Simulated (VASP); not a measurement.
# Te2Mo in VASP: further runs

Runs on Te2Mo. Level: r2SCAN. Tasks: single point.

All numbers are computed with VASP 6.6.1; they aren't measurements. Logs are shortened: lines on timing, memory, paths and dates and some standing lists are left out, and cuts for length are marked.

**1. The cell of the first run**

The cell holds a slab with vacuum, 3 atoms: a = 3.560 Å, b = 3.560 Å, c = 17.524 Å, α = 90.00°, β = 90.00°, γ = 120.00°.

**2. Single point, r2SCAN (all Mo atoms moved -0.100 Å, as atom 3 along Cartesian [0 0 1])**

The input, POSCAR:

```
Te2Mo
1.0
    3.5602328140      0.0000000000      0.0000000000
   -1.7801164070      3.0832520603      0.0000000000
    0.0000000000      0.0000000000     17.5240578200
Te Mo
2 1
Direct
    0.3333333333      0.6666666667      0.8978554500
    0.3333333333      0.6666666667      0.1021445500
    0.0000000000      0.0000000000     -0.0057064409
```

The input, INCAR.step1:

```
SYSTEM = Te2Mo
PREC = Accurate
ENCUT = 520
ISMEAR = 0
SIGMA = 0.05
LREAL = .False.
LASPH = .True.
NELM = 60
NBANDS = 20
GGA = PE
ALGO = Normal
EDIFF = 1E-4
LWAVE = .True.
LCHARG = .False.
```

The input, INCAR.step2:

```
SYSTEM = Te2Mo
PREC = Accurate
ENCUT = 520
EDIFF = 1E-6
ISMEAR = 0
SIGMA = 0.05
LREAL = .False.
LASPH = .True.
NELM = 60
ALGO = Normal
ISIF = 2
LWAVE = .False.
LCHARG = .False.
METAGGA = R2SCAN
LMIXTAU = .True.
NBANDS = 20
ISTART = 1
```

The input, KPOINTS:

```
regular mesh
0
Gamma
  9 9 2
  0 0 0
```

Potentials or basis: VASP PAW PBE potentials, release 64 (Te, Mo_sv).

Run with:

```console
cat potpaw_PBE.64/Te/POTCAR potpaw_PBE.64/Mo_sv/POTCAR > POTCAR
cp INCAR.step1 INCAR
mpirun -np 1 vasp_std > vasp.out
cp INCAR.step2 INCAR
mpirun -np 1 vasp_std > vasp.out
```

OUTCAR:

```text
SYSTEM = Te2Mo
   PREC = Accurate
   ENCUT = 520
   EDIFF = 1E-6
   ISMEAR = 0
   LREAL = .False.
   LASPH = .True.
   NELM = 60
   ISIF = 2
   METAGGA = R2SCAN
   ISTART = 1

 ion  position               nearest neighbor table
   1  0.333  0.667  0.898-   3 2.66   3 2.66   3 2.66   2 3.58
   2  0.333  0.667  0.102-   3 2.79   3 2.79   3 2.79   1 3.58
   3  0.000  0.000  0.994-   1 2.66   1 2.66   1 2.66   2 2.79   2 2.79   2 2.79

  LATTYP: Found a hexagonal cell.
 ALAT       =     3.5602328140
 C/A-ratio  =     4.9221662558

  Lattice vectors:

 A1 = (   3.5602328140,   0.0000000000,   0.0000000000)
 A2 = (  -1.7801164070,   3.0832520603,   0.0000000000)
 A3 = (   0.0000000000,   0.0000000000,  17.5240578200)

Analysis of symmetry for initial positions (statically):
=====================================================================
 Subroutine PRICEL returns:
 Original cell was already a primitive cell.

 Routine SETGRP: Setting up the symmetry group for a
 hexagonal supercell.

 Subroutine GETGRP returns: Found  6 space group operations
 (whereof  6 operations were pure point group operations)
 out of a pool of 24 trial point group operations.

The static configuration has the point symmetry C_3v.

Analysis of symmetry for dynamics (positions and initial velocities):
=====================================================================
 Subroutine PRICEL returns:
 Original cell was already a primitive cell.

 Routine SETGRP: Setting up the symmetry group for a
 hexagonal supercell.

 Subroutine GETGRP returns: Found  6 space group operations
 (whereof  6 operations were pure point group operations)
 out of a pool of 24 trial point group operations.

The dynamic configuration has the point symmetry C_3v.

 Subroutine INISYM returns: Found  6 space group operations
 (whereof  6 operations are pure point group operations),
 and found     1 'primitive' translations

----------------------------------------------------------------------------------------

                                     Primitive cell

  volume of cell :     192.3633

  direct lattice vectors                    reciprocal lattice vectors
     3.560232814  0.000000000  0.000000000     0.280880508  0.162166437  0.000000000
    -1.780116407  3.083252060  0.000000000     0.000000000  0.324332873  0.000000000
     0.000000000  0.000000000 17.524057820     0.000000000  0.000000000  0.057064409

  length of vectors
     3.560232814  3.560232814 17.524057820     0.324332873  0.324332873  0.057064409

  position of ions in fractional coordinates (direct lattice)
     0.333333333  0.666666667  0.897855450
     0.333333333  0.666666667  0.102144550
     0.000000000  0.000000000  0.994293559

  ion indices of the primitive-cell ions
   primitive index   ion index
                 1           1
                 2           2
                 3           3

----------------------------------------------------------------------------------------

 KPOINTS: regular mesh

Automatic generation of k-mesh.
 Grid dimensions read from file:
 generate k-points for:    9    9    2

 Generating k-lattice:

  Cartesian coordinates                     Fractional coordinates (reciprocal lattice)
     0.031208945  0.018018493  0.000000000     0.111111111  0.000000000  0.000000000
     0.000000000  0.036036986  0.000000000     0.000000000  0.111111111  0.000000000
     0.000000000  0.000000000  0.028532204     0.000000000  0.000000000  0.500000000

  Length of vectors
     0.036036986  0.036036986  0.028532204

  Shift w.r.t. Gamma in fractional coordinates (k-lattice)
     0.000000000  0.000000000  0.000000000

 Subroutine IBZKPT returns following result:
 ===========================================

 Found     24 irreducible k-points:

 Following reciprocal coordinates:
            Coordinates               Weight
  0.000000  0.000000  0.000000      1.000000
  0.111111  0.000000  0.000000      6.000000
  0.222222  0.000000  0.000000      6.000000
  0.333333 -0.000000  0.000000      6.000000
  0.444444  0.000000  0.000000      6.000000
  0.111111  0.111111  0.000000      6.000000
[... 16 lines left out ...]
  0.333333  0.222222  0.500000     12.000000
  0.333333  0.333333  0.500000      2.000000
   k-points           NKPTS =     24   k-points in BZ     NKDIM =     24   number of bands    NBANDS=     20
   number of dos      NEDOS =    301   number of ions     NIONS =      3
   total plane-waves  NPLWV = 109760
   dimension x,y,z NGX =    28 NGY =   28 NGZ =  140
   dimension x,y,z NGXF=    56 NGYF=   56 NGZF=  280
   ions per type =               2   1
   NGX,Y,Z   is equivalent  to a cutoff of  13.07, 13.07, 13.28 a.u.
   NGXF,Y,Z  is equivalent  to a cutoff of  26.15, 26.15, 26.56 a.u.
 SYSTEM =  Te2Mo
   PREC   = accura    normal or accurate (medium, high low for compatibility)
   ISTART =      1    job   : 0-new  1-cont  2-samecut
   ICHARG =      0    charge: 1-file 2-atom 10-const
   ISPIN  =      1    spin polarized calculation?
   LNONCOLLINEAR =      F non collinear calculations
   LSORBIT =      F    spin-orbit coupling
   LASPH  =      T    aspherical Exc in radial PAW
   ENCUT  =  520.0 eV  38.22 Ry    6.18 a.u.   6.62  6.62 32.58*2*pi/ulx,y,z
   NELM   =     60;   NELMIN=  2; NELMDL=  0     # of ELM steps
   EDIFF  = 0.1E-05   stopping-criterion for ELM
   LREAL  =      F    real-space projection
   EDIFFG = 0.1E-04   stopping-criterion for IOM
   NSW    =      0    number of steps for IOM
   IBRION =     -1    ionic relax: 0-MD 1-quasi-New 2-CG
   NFREE  =      0    steps in history (QN), initial steepest desc. (CG)
   ISIF   =      2    stress and relaxation
   ISYM   =      2    0-nonsym 1-usesym 2-fastsym
   POTIM  = 0.5000    time-step for ionic-motion
   TEBEG  =    0.0;   TEEND  =   0.0 temperature during run
   PSTRESS=    0.0 pullay stress
   NELECT =      26.0000    total number of electrons
   NUPDOWN=      -1.0000    fix difference up-down
   EMIN   =  10.00;   EMAX   =-10.00  energy-range for DOS
   EFERMI =   0.00;   METHOD = LEGACY
   ISMEAR =     0;   SIGMA  =   0.05  broadening in eV -4-tet -1-fermi 0-gaus
   EFERMI_NEDOS =   21; number of points for ismear=-14 and -15
   IALGO  =     38    algorithm
   IMIX   =      4    mixing-type and parameters
     AMIX     =   0.40;   BMIX     =  1.00
     AMIX_MAG =   1.60;   BMIX_MAG =  1.00
  volume/ion in A,a.u.               =      64.12       432.71
  Fermi-wavevector in a.u.,A,eV,Ry     =   0.840153  1.587660  9.603777  0.705858
  Thomas-Fermi vector in A             =   1.954489
   LORBIT       =      0    0 simple, 1 ext, 2 COOP (PROOUT), +10 PAW based schemes
   METAGGA = R2SCAN    functional components
   LHFCALC =     F    Hartree Fock is set to
   AEXX    =    0.0000 exact exchange contribution
   IVDW    =     0    specifies the selected vdW correction
   LEPSILON=     F    determine dielectric tensor
   LRPA    =     F    only Hartree local field effects (RPA)
 non-spin polarized calculation
 Gauss-broadening in eV      SIGMA  =   0.05
  energy-cutoff  :      520.00
  volume of cell :      192.36
 maximum number of plane-waves:      5262
 NGX is ok and might be reduce to    28
   NGX = 13   NGY = 13   NGZ = 65

 number of electron      25.9999997 magnetization

 Free energy of the ion-electron system (eV)
  ---------------------------------------------------
  ext. energy  EPLUGINS =         0.00000000
  ---------------------------------------------------
  free energy    TOTEN  =       -77.66103958 eV

  energy without entropy =      -77.66103958  energy(sigma->0) =      -77.66103958

 E-fermi :   0.3476     XC(G=0):  -4.7812

 val. band max:       -0.0667192466   @ k =   0.3333   0.3333   0.5000
 cond. band min:       1.0698153607   @ k =   0.3333   0.3333   0.0000
 fundamental gap:      1.1365346072
 Fermi energy:         0.3476403832

 k-point     1 :       0.0000    0.0000    0.0000
  band No.  band energies     occupation
      1     -62.6595      2.00000
      2     -36.0819      2.00000
      3     -35.9940      2.00000
      4     -35.9940      2.00000
      5     -13.1324      2.00000
      6     -12.0737      2.00000
[... 12 lines left out ...]
     19       5.2759      0.00000
     20       5.9541      0.00000

 k-point     2 :       0.1111    0.0000    0.0000
  band No.  band energies     occupation
      1     -62.6584      2.00000
      2     -36.0786      2.00000
      3     -36.0089      2.00000
      4     -35.9975      2.00000
      5     -12.9586      2.00000
      6     -11.9550      2.00000
[... 12 lines left out ...]
     19       5.4793      0.00000
     20       6.2131      0.00000

 k-point     3 :       0.2222    0.0000    0.0000
  band No.  band energies     occupation
      1     -62.6556      2.00000
      2     -36.0703      2.00000
      3     -36.0463      2.00000
      4     -36.0062      2.00000
      5     -12.4696      2.00000
      6     -11.6221      2.00000
[... 12 lines left out ...]
     19       6.0470      0.00000
     20       6.6742      0.00000

 k-point     4 :       0.3333   -0.0000    0.0000
  band No.  band energies     occupation
      1     -62.6523      2.00000
      2     -36.0896      2.00000
      3     -36.0598      2.00000
      4     -36.0161      2.00000
      5     -11.7872      2.00000
      6     -11.1638      2.00000
[... 12 lines left out ...]
     19       6.3057      0.00000
     20       6.6237      0.00000

 k-point     5 :       0.4444    0.0000    0.0000
  band No.  band energies     occupation
      1     -62.6502      2.00000
      2     -36.1169      2.00000
      3     -36.0536      2.00000
      4     -36.0226      2.00000
      5     -11.2149      2.00000
      6     -10.7875      2.00000
[... 12 lines left out ...]
     19       6.4079      0.00000
     20       6.9715      0.00000
[... 353 lines left out ...]
      6     -10.6778      2.00000
[... 12 lines left out ...]
     19       7.1820      0.00000
     20       7.6605      0.00000

 k-point    22 :       0.2222    0.2222    0.5000
  band No.  band energies     occupation
      1     -62.6509      2.00000
      2     -36.0922      2.00000
      3     -36.0556      2.00000
      4     -36.0365      2.00000
      5     -11.4481      2.00000
      6     -10.9292      2.00000
[... 12 lines left out ...]
     19       6.9398      0.00000
     20       7.0880      0.00000

 k-point    23 :       0.3333    0.2222    0.5000
  band No.  band energies     occupation
      1     -62.6493      2.00000
      2     -36.1023      2.00000
      3     -36.0526      2.00000
      4     -36.0507      2.00000
      5     -10.9878      2.00000
      6     -10.6115      2.00000
[... 12 lines left out ...]
     19       6.6743      0.00000
     20       7.5509      0.00000

 k-point    24 :       0.3333    0.3333    0.5000
  band No.  band energies     occupation
      1     -62.6487      2.00000
      2     -36.0914      2.00000
      3     -36.0725      2.00000
      4     -36.0491      2.00000
      5     -10.8268      2.00000
      6     -10.4895      2.00000
[... 12 lines left out ...]
     19       5.5473      0.00000
     20       7.9115      0.00000

------------------------ aborting loop because EDIFF is reached ----------------------------------------

  FORCE on cell =-STRESS in cart. coord.  units (eV):
  Direction    XX          YY          ZZ          XY          YZ          ZX
  --------------------------------------------------------------------------------------
  -------------------------------------------------------------------------------------
  Total        0.3103150      0.3103150      0.3593281      0.0000000      0.0000000      0.0000000
  in kB        2.5845878      2.5845878      2.9928137      0.0000000      0.0000000      0.0000000
  external PRESSURE =       2.7206631 kB  Pullay stress =       0.0000000 kB

 VOLUME and BASIS-vectors are now :
 -----------------------------------------------------------------------------
  energy-cutoff  :      520.00
  volume of cell :      192.36
      direct lattice vectors                 reciprocal lattice vectors
     3.560232814  0.000000000  0.000000000     0.280880508  0.162166437  0.000000000
    -1.780116407  3.083252060  0.000000000     0.000000000  0.324332873  0.000000000
     0.000000000  0.000000000 17.524057820     0.000000000  0.000000000  0.057064409

 POSITION                                       TOTAL-FORCE (eV/Angst)
 -----------------------------------------------------------------------------------
     -0.00000      2.05550     15.73407         0.000000      0.000000     -1.266161
     -0.00000      2.05550      1.78999        -0.000000     -0.000000     -0.935326
      0.00000      0.00000     17.42406         0.000000      0.000000      2.201487
 -----------------------------------------------------------------------------------
    total drift:                                0.000000     -0.000000     -0.000328

  FREE ENERGIE OF THE ION-ELECTRON SYSTEM (eV)
  ---------------------------------------------------
  free  energy   TOTEN  =       -77.6610395804 eV

  energy  without entropy=      -77.6610395804  energy(sigma->0) =      -77.66103958
```

Run time: 17 min. Hardware: 1 thread of Intel Xeon 8259CL, shared host; peak memory 0.41 GiB.

Results:

```yaml
Free_energy: -77.6610 eV
Largest_force: 2.201 eV/Å
Band_gap_on_the_k_mesh: 1.14 eV
```

Forces in eV/Å, atoms in the order of the input:
```
Te   0.000  0.000 -1.266
Te   0.000  0.000 -0.935
Mo   0.000  0.000  2.201
```

Caveat: the cell differs from its parent crystal (all Mo atoms moved -0.100 Å, as atom 3 along Cartesian [0 0 1]); the PAW data sets were made with another functional, which shifts forces and pressure a little; spin-orbit coupling is left out, which moves the levels of the heavy elements.

(Continued in part 2 of 2.)
